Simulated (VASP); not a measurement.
## Pt: single point with PBEsol

The system is Pt.

```xyz
1
Lattice="0.0000 1.9855 1.9855 1.9855 0.0000 1.9855 1.9855 1.9855 0.0000" Properties=species:S:1:pos:R:3 pbc="T T T"
Pt    0.0000    0.0000    0.0000
```

This cell differs from its parent crystal: volume scaled by 1.04.

```
Program                : VASP 6.6.1
Task                   : single point
Functional             : PBEsol
Potentials or basis    : VASP PAW PBE potentials, release 64 (Pt)
Cutoff                 : 520 eV
k mesh                 : 23 × 23 × 23
Occupations            : fermi-dirac, width 0.1 eV
Spin                   : no spin polarisation
Dipole correction      : no
Further INCAR settings : ALGO = Normal; EDIFF = 1e-06; NBANDS = 11
```

```json
{
  "Pressure": "-10.4 GPa",
  "Band gap on the k mesh": "zero (band 5 reaches 10.83 eV, above the bottom of band 6 at 8.76 eV)"
}
```

Levels at points of the mesh, in eV from the Fermi level:
```tsv
k point	band 1	band 2	band 3	band 4	band 5	band 6	band 7	band 8	band 9	band 10
(0.00, 0.00, 0.00)	-9.89	-3.59	-3.59	-3.59	-1.54	-1.54	14.71	19.46	19.46	19.46
```

Run time: 23 s on 1 thread of Intel(R) Xeon(R) 6975P-C (Granite Rapids) (shared host), peak memory 0.19 GiB.

Caveat: the PAW data sets were made with another functional, which shifts forces and pressure a little; spin-orbit coupling is left out, which moves the levels of the heavy elements.
